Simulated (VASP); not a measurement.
Set up this calculation in VASP 6.6.1, as the native input.

```
Task                   : single point
Functional             : LDA
Potentials or basis    : VASP PAW LDA potentials, release 64 (Cs_sv, H)
Cutoff                 : 520 eV
k mesh                 : 8 × 8 × 8
Occupations            : gaussian, width 0.05 eV
Spin                   : no spin polarisation
Dipole correction      : no
Further INCAR settings : ALGO = Normal; EDIFF = 1e-06; NBANDS = 12
```

The structure of CsH lies in POSCAR:

```
CsH
1.0
    3.8209433836      0.0992452827      0.0992452827
    0.0992452827      3.8209433836      0.0992452827
    0.0992452827      0.0992452827      3.8209433836
Cs H
1 1
Direct
    0.0000000000      0.0000000000      0.0000000000
    0.5000000000      0.5000000000      0.5000000000
```

This cell differs from its parent crystal: ratio of the length along [111] to the lengths across it x 1.08, volume and fractional coordinates fixed.

The input as run:

INCAR

```
ALGO     = Normal         # electronic algorithm
EDIFF    = 1E-6           # SCF threshold, eV
ENCUT    = 520            # plane-wave cutoff, eV
GGA      = CA             # functional
ISIF     = 2              # what is computed and relaxed
ISMEAR   = 0              # smearing method
LASPH    = T              # aspherical terms in the spheres
LCHARG   = F              # write CHGCAR
LREAL    = F              # projectors in reciprocal space
LWAVE    = F              # write WAVECAR
NBANDS   = 12             # bands
NELM     = 100            # most SCF steps
PREC     = Accurate       # precision mode
SIGMA    = 0.05           # smearing width, eV
```

KPOINTS

```
k-points
0
Gamma
  8 8 8
```

Potentials or basis: VASP PAW LDA potentials, release 64 (Cs_sv, H).

Launch:

```sh
$ cat potpaw_LDA.64/Cs_sv/POTCAR potpaw_LDA.64/H/POTCAR > POTCAR
$ mpirun -np 1 vasp_std > vasp.out
```

Results of the run:

```json
{"Pressure": "-1.8 GPa", "Band gap on the k mesh": "2.16 eV, direct"}
```

Caveat: spin-orbit coupling is left out, which moves the levels of the heavy elements.

It took 13 s on 1 thread of AMD EPYC 9R45 96-Core Processor (Zen 5), with other jobs on the host, peak memory 0.14 GiB.
